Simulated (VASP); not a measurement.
# Li (P6/mmm) in VASP: notebook, part 2 of 2

VASP 6.6.1. The steps go on from the part before.

## (3) Relaxation of cell and atoms, PBE, target pressure 51 GPa, at which the enthalpy is minimised

This run uses another cell than the first one, of 8.56 Å³/atom.

Input file INCAR:

```
SYSTEM = Li
  PREC = Accurate
  ENCUT = 600
  EDIFF = 1E-6
  ISMEAR = -1
  SIGMA = 0.08
  LREAL = .FALSE.
  LASPH = .TRUE.
  NELM = 60
  ALGO = Normal
  ISIF = 3
  LWAVE = .FALSE.
  LCHARG = .FALSE.
  GGA = PE
  IBRION = 2
  NSW = 60
  EDIFFG = -0.005
  PSTRESS = 510.0
```

Input file KPOINTS:

```
regular mesh
0
G
  20 20 18
  0 0 0
```

Input file POSCAR:

```
Li
1.0
    2.1907235995      0.0000000000      0.0000000000
   -1.0953617997      1.8972222898      0.0000000000
    0.0000000000      0.0000000000      2.0592801835
Li
1
Direct
    0.0000000000      0.0000000000      0.0000000000
```

Potentials or basis: VASP PAW PBE potentials, release 64 (Li_sv).

Launch:

```bash
$ cat potpaw_PBE.64/Li_sv/POTCAR > POTCAR
$ mpirun -np 1 vasp_std > vasp.out
```

OUTCAR:

```text
SYSTEM = Li
   PREC = Accurate
   ENCUT = 600
   EDIFF = 1E-6
   ISMEAR = -1
   LREAL = .FALSE.
   LASPH = .TRUE.
   NELM = 60
   ISIF = 3
   GGA = PE
   IBRION = 2
   NSW = 60
   EDIFFG = -0.005
   PSTRESS = 510.0

 ion  position               nearest neighbor table
   1  0.000  0.000  0.000-

  LATTYP: Found a hexagonal cell.
 ALAT       =     2.1907235995
 C/A-ratio  =     0.9400000000

  Lattice vectors:

 A1 = (   2.1907235995,   0.0000000000,   0.0000000000)
 A2 = (  -1.0953617997,   1.8972222898,   0.0000000000)
 A3 = (   0.0000000000,   0.0000000000,   2.0592801835)

Analysis of symmetry for initial positions (statically):
=====================================================================
 Subroutine PRICEL returns:
 Original cell was already a primitive cell.

 Routine SETGRP: Setting up the symmetry group for a
 hexagonal supercell.

 Subroutine GETGRP returns: Found 24 space group operations
 (whereof 24 operations were pure point group operations)
 out of a pool of 24 trial point group operations.

The static configuration has the point symmetry D_6h.

[... 159 lines left out ...]
  energy without entropy =       -0.93003866  energy(sigma->0) =       -0.93283152

------------------------ aborting loop because EDIFF is reached ----------------------------------------

  FORCE on cell =-STRESS in cart. coord.  units (eV):
  Direction    XX          YY          ZZ          XY          YZ          ZX
  --------------------------------------------------------------------------------------
  -------------------------------------------------------------------------------------
  Total        2.6725996      2.6725996      2.1258664      0.0000000      0.0000000      0.0000000
  in kB      500.2916371    500.2916370    397.9470621      0.0000000      0.0000000      0.0000000
  external PRESSURE =     -43.8232213 kB  Pullay stress =     510.0000000 kB
[... 209 lines left out ...]
--------------------------------------- Ionic step        7  -------------------------------------------

 number of electron       3.0000001 magnetization

 Free energy of the ion-electron system (eV)
  ---------------------------------------------------
  ext. energy  EPLUGINS =         0.00000000
  ---------------------------------------------------
  free energy    TOTEN  =        -0.85369383 eV

  energy without entropy =       -0.84840404  energy(sigma->0) =       -0.85104893

 E-fermi :   4.2728     XC(G=0):  -9.6373

 val. band max:        4.2340943587   @ k =   0.2500   0.0500   0.3333
 cond. band min:       4.2949087644   @ k =   0.5000  -0.0000   0.1667
 fundamental gap:      0.0608144057
 Fermi energy:         4.2728179886

 k-point     1 :       0.0000    0.0000    0.0000
  band No.  band energies     occupation
      1     -41.7855      2.00000
      2       0.4103      2.00000
      3      28.1335      0.00000
      4      28.5278      0.00000
      5      28.5279      0.00000
[... 177 lines left out ...]
 k-point    24 :       0.2500    0.1000    0.0000
  band No.  band energies     occupation
      1     -41.5309      2.00000
      2       1.9678      2.00000
      3      15.6495      0.00000
      4      21.2044      0.00000
      5      31.5987      0.00000

 [... further k-points ...]
[... 5 lines left out ...]
  --------------------------------------------------------------------------------------
  -------------------------------------------------------------------------------------
  Total        2.6325393      2.6325393      2.6284537      0.0000000      0.0000000      0.0000000
  in kB      510.6315899    510.6315898    509.8391189      0.0000000      0.0000000      0.0000000
  external PRESSURE =       0.3674329 kB  Pullay stress =     510.0000000 kB
[... 20 lines left out ...]
  energy  without entropy=       -0.8484040369  energy(sigma->0) =       -0.85104893

  enthalpy is  TOTEN    =         1.7755893143 eV   P V=        2.6292831421

 reached required accuracy - stopping structural energy minimisation
```

OSZICAR:

```text
N       E                     dE             d eps       ncg     rms          rms(c)
DAV:   1     0.187921559277E+01    0.18792E+01   -0.95616E+02  4575   0.528E+02
DAV:   2    -0.811017826130E+00   -0.26902E+01   -0.24852E+01  6235   0.587E+01
[... 44 lines left out ...]
DAV:   2    -0.856183042026E+00   -0.22861E-06   -0.67122E-07  4305   0.105E-02
   6 F= 0.17755955E+01 E0= 0.17782313E+01  d E =-.121913E-02
       N       E                     dE             d eps       ncg     rms          rms(c)
DAV:   1    -0.853694261742E+00    0.24886E-02   -0.46761E-04  4765   0.281E-01    0.213E-02
DAV:   2    -0.853694329427E+00   -0.67686E-07   -0.12746E-05  5080   0.486E-02    0.134E-02
DAV:   3    -0.853693827864E+00    0.50156E-06   -0.28200E-06  6365   0.133E-02
   7 F= 0.17755893E+01 E0= 0.17782342E+01  d E =-.615135E-05
```

CONTCAR:

```text
Li
   1.00000000000000
     2.2011074107881115    0.0000000000388240   -0.0000000000000000
    -1.1005537053101961    1.9062149340941426   -0.0000000000000000
     0.0000000000000000    0.0000000000000000    1.9686325406790712
  Li
     1
Direct
     0.0000000000000000    0.0000000000000000    0.0000000000000000

  0.00000000E+00  0.00000000E+00  0.00000000E+00
```

Run time: 63 s. Hardware: 1 thread of Intel Xeon Platinum 8259CL at 2.50GHz (Skylake/Cascade Lake), shared host; peak memory 0.13 GiB.

Results:

* Free energy: -0.8537 eV
* Relaxed volume: 8.26 Å³/atom
* Relaxed cell: a = 2.201 Å, b = 2.201 Å, c = 1.969 Å, α = 90.00°, β = 90.00°, γ = 120.00°
* Space group after relaxing (to 0.1 Å): P6/mmm (No. 191)
* Energy change on relaxing (the run minimises the enthalpy): +81.9 meV/atom
* Ionic steps: 7
* Pressure after relaxing: 51.0 GPa
* Band gap on the k mesh: zero (an odd number of electrons rules out a gap without spin polarisation)

Step by step:
```tsv
step	energy change (eV)	largest force (eV/Å)	pressure (GPa)	volume (Å³)
1	0.0000	0.0000	46.62	8.56
2	0.0807	0.0000	51.04	8.27
3	0.1091	0.0000	52.53	8.18
4	0.0844	0.0000	51.19	8.25
5	0.0789	0.0000	50.83	8.27
6	0.0794	0.0000	50.88	8.27
7	0.0819	0.0000	51.04	8.26
```

Final structure:
```xyz
1
Lattice="2.2011 0.0000 0.0000 -1.1006 1.9062 0.0000 0.0000 0.0000 1.9686" Properties=species:S:1:pos:R:3 pbc="T T T"
Li    0.0000    0.0000    0.0000
```

Levels at points of the mesh, in eV from the Fermi level:
```
           k point  band 1  band 2  band 3  band 4  band 5
(0.00, 0.00, 0.00)  -46.06   -3.86   23.86   24.25   24.26
(0.50, 0.00, 0.00)  -45.69   -1.03    7.25   16.89   24.83
(0.00, 0.00, 0.50)  -45.62   -1.54    7.35   29.91   29.91
(0.50, 0.00, 0.50)  -45.33    6.96    7.07   10.56   18.64
```

Caveat: the cutoff is under 1.25 times the usual one of these potentials, so pressure, stress and relaxed cells hold a basis-set (Pulay) error; the cell is relaxed towards a set pressure, so the run minimises the enthalpy, not the energy.

## (4) Relaxation of cell and atoms, PBE, target pressure 51 GPa, at which the enthalpy is minimised

This run uses another cell than the first one: it holds 3 atoms, not 1.

Input file INCAR:

```
SYSTEM = Li
ALGO = Normal
EDIFF = 1E-7
EDIFFG = -0.005
ENCUT = 600
GGA = PE
IBRION = 2
ISIF = 3
ISMEAR = -1
LASPH = .True.
LCHARG = .False.
LREAL = .False.
LWAVE = .False.
NELM = 80
NSW = 32
PREC = Accurate
PSTRESS = 510.0
SIGMA = 0.08
```

Input file KPOINTS:

```
k-points
0
Gamma
  10 10 14
  0 0 0
```

Input file POSCAR:

```
Li
1.0
    3.7793607216      0.0000000000      0.0000000000
   -1.8896803608      3.2730223950      0.0000000000
    0.0000000000      0.0000000000      2.0509115876
Li
3
Direct
    0.0000000000      0.0000000000      0.0000000000
    0.3333333333      0.6666666667      0.5000000000
    0.6666666667      0.3333333333      0.5000000000
```

Launch:

```bash
$ cat potpaw_PBE.64/Li_sv/POTCAR > POTCAR
$ mpirun -np 1 vasp_std > vasp.out
```

Run time: 35 s. Hardware: 1 thread of Intel Xeon Platinum 8259CL at 2.50GHz (Skylake/Cascade Lake), shared host; peak memory 0.14 GiB.

Results (log left out):

| Item | Value |
| --- | --- |
| Free energy | -2.7044 eV |
| Relaxed volume | 8.44 Å³/atom |
| Relaxed cell | a = 3.777 Å, b = 3.777 Å, c = 2.050 Å, α = 90.00°, β = 90.00°, γ = 120.00° |
| Space group after relaxing (to 0.1 Å) | P6/mmm (No. 191) |
| Energy change on relaxing (the run minimises the enthalpy) | +5.0 meV/atom |
| Ionic steps | 2 |
| Pressure after relaxing | 51.0 GPa |
| Band gap on the k mesh | zero (an odd number of electrons rules out a gap without spin polarisation) |

Step by step:
```tsv
step	energy change (eV)	largest force (eV/Å)	pressure (GPa)	volume (Å³)
1	0.0000	0.0000	50.76	25.37
2	0.0150	0.0000	51.02	25.32
```

Final structure:
```cif
data_structure
_symmetry_space_group_name_H-M 'P 1'
_symmetry_Int_Tables_number 1
_cell_length_a 3.7771
_cell_length_b 3.7771
_cell_length_c 2.0495
_cell_angle_alpha 90.000
_cell_angle_beta 90.000
_cell_angle_gamma 120.000
_cell_volume 25.32
loop_
_atom_site_label
_atom_site_type_symbol
_atom_site_fract_x
_atom_site_fract_y
_atom_site_fract_z
_atom_site_occupancy
Li1 Li 0.00000 0.00000 0.00000 1
Li2 Li 0.33333 0.66667 0.50000 1
Li3 Li 0.66667 0.33333 0.50000 1
```

Levels at points of the mesh, in eV from the Fermi level:
```
           k point  band 2  band 3  band 4  band 5  band 6  band 7
(0.00, 0.00, 0.00)  -45.49  -45.47   -3.98    2.67    2.67    2.68
(0.50, 0.00, 0.00)  -45.64  -45.52   -2.54   -2.52   -0.80    7.16
(0.00, 0.00, 0.50)  -45.31  -45.21   -0.49    1.53    9.18   10.06
(0.50, 0.00, 0.50)  -45.31  -45.29    0.95    1.56    3.72    7.40
```

Caveat: the cutoff is under 1.25 times the usual one of these potentials, so pressure, stress and relaxed cells hold a basis-set (Pulay) error; the cell is relaxed towards a set pressure, so the run minimises the enthalpy, not the energy.

## (5) Relaxation of cell and atoms, PBE, target pressure 51 GPa, at which the enthalpy is minimised

This run uses another cell than the first one: it holds 3 atoms, not 1.

Input file INCAR:

```
SYSTEM = Li
PREC     = Accurate       ! precision mode
ENCUT    = 600            ! plane-wave cutoff, eV
EDIFF    = 1E-6           ! SCF threshold, eV
ISMEAR   = -1             ! smearing method
SIGMA    = 0.08           ! smearing width, eV
LREAL    = .FALSE.        ! projectors in reciprocal space
LASPH    = .TRUE.         ! aspherical terms in the spheres
NELM     = 60             ! most SCF steps
ALGO     = Normal         ! electronic algorithm
ISIF     = 3              ! what is computed and relaxed
LWAVE    = .FALSE.        ! write WAVECAR
LCHARG   = .FALSE.        ! write CHGCAR
GGA      = PE             ! functional
IBRION   = 2              ! ionic algorithm
NSW      = 60             ! ionic steps
EDIFFG   = -0.005         ! ionic threshold
PSTRESS  = 510.0
```

Input file KPOINTS:

```
Automatic mesh
0
G
  10 10 14
  0 0 0
```

Input file POSCAR:

```
Li
1.0
    3.6214260342      0.0000000000      0.0000000000
   -1.8107130171      3.1362469436      0.0000000000
    0.0000000000      0.0000000000      2.2452841412
Li
3
Direct
    0.0000000000      0.0000000000      0.0000000000
    0.3333333333      0.6666666667      0.5000000000
    0.6666666667      0.3333333333      0.5000000000
```

Launch:

```bash
$ cat potpaw_PBE.64/Li_sv/POTCAR > POTCAR
$ mpirun -np 1 vasp_std > vasp.out
```

Wall time 2 min (1 thread of Intel Xeon Platinum 8259CL at 2.50GHz (Skylake/Cascade Lake), shared host); peak memory 0.15 GiB.

Results (log left out):

```
Free energy                                                : -2.7027 eV
Relaxed volume                                             : 8.44 Å³/atom
Relaxed cell                                               : a = 3.788 Å, b = 3.788 Å, c = 2.036 Å, α = 90.00°, β = 90.00°, γ = 120.00°
Space group after relaxing (to 0.1 Å)                      : P6/mmm (No. 191)
Energy change on relaxing (the run minimises the enthalpy) : +3.8 meV/atom
Ionic steps                                                : 8
Pressure after relaxing                                    : 51.0 GPa
Band gap on the k mesh                                     : zero (an odd number of electrons rules out a gap without spin polarisation)
```

Stress tensor (GPa, compression positive):
```
50.95  0.00  0.00
 0.00 50.95  0.00
 0.00  0.00 51.09
```

The path:
```csv
step,energy change (eV),largest force (eV/Å),pressure (GPa),volume (Å³)
1,0.0000,0.0000,50.97,25.50
2,-0.0072,0.0000,50.99,25.49
3,-0.0161,0.0000,51.08,25.44
4,0.0395,0.0000,51.15,25.22
5,0.0171,0.0000,51.13,25.29
6,0.0196,0.0000,51.13,25.28
7,-0.0015,0.0000,50.75,25.35
8,0.0114,0.0000,51.00,25.31
```

Final structure:
```
Li
1.0
     3.78803    0.00000    0.00000
    -1.89401    3.28053    0.00000
     0.00000    0.00000    2.03648
Li
3
Cartesian
  3.7880 0.0000 0.0000
  0.0000 2.1870 1.0182
  1.8940 1.0935 1.0182
```

Levels at points of the mesh, in eV from the Fermi level:
```tsv
k point	band 2	band 3	band 4	band 5	band 6	band 7
(0.00, 0.00, 0.00)	-45.51	-45.48	-3.98	2.61	2.61	2.61
(0.50, 0.00, 0.00)	-45.65	-45.54	-2.56	-2.53	-0.84	7.12
(0.00, 0.00, 0.50)	-45.31	-45.21	-0.42	1.60	9.14	10.12
(0.50, 0.00, 0.50)	-45.31	-45.29	1.01	1.63	3.77	7.48
```

Caveat: the cutoff is under 1.25 times the usual one of these potentials, so pressure, stress and relaxed cells hold a basis-set (Pulay) error; the cell is relaxed towards a set pressure, so the run minimises the enthalpy, not the energy.

## (6) Overview

| cell | k mesh | gap on the mesh (eV) | pressure (GPa) |
| --- | --- | --- | --- |
| relaxed to 51 GPa from a = 2.203, b = 2.203, c = 1.971 Å, angles 90.0, 90.0, 120.0°, 1 atom, atomic positions A | 20 × 20 × 18 | none | 51.0 |
| relaxed to 51 GPa from a = 2.191, b = 2.191, c = 2.059 Å, angles 90.0, 90.0, 120.0°, 1 atom, atomic positions A | 20 × 20 × 18 | none | 51.0 |
| relaxed to 51 GPa from a = 3.779, b = 3.779, c = 2.051 Å, angles 90.0, 90.0, 120.0°, 3 atoms, atomic positions B | 10 × 10 × 14 | none | 51.0 |
| relaxed to 51 GPa from a = 3.621, b = 3.621, c = 2.245 Å, angles 90.0, 90.0, 120.0°, 3 atoms, atomic positions B | 10 × 10 × 14 | none | 51.0 |

Alike in all rows: task relaxation of cell and atoms; level PBE; potentials or basis VASP PAW PBE potentials, release 64 (Li_sv); no spin polarisation; cutoff (eV) 600; smearing fermi-dirac 0.08 eV.

Caveats: the cutoff is under 1.25 times the usual one of these potentials, so pressure, stress and relaxed cells hold a basis-set (Pulay) error; the cell is relaxed towards a set pressure, so the run minimises the enthalpy, not the energy.

Total energies depend on the potentials used, so only differences within one code and one set of settings carry meaning.

The gap in the log of VASP goes by the Fermi energy; the results here count the filled bands.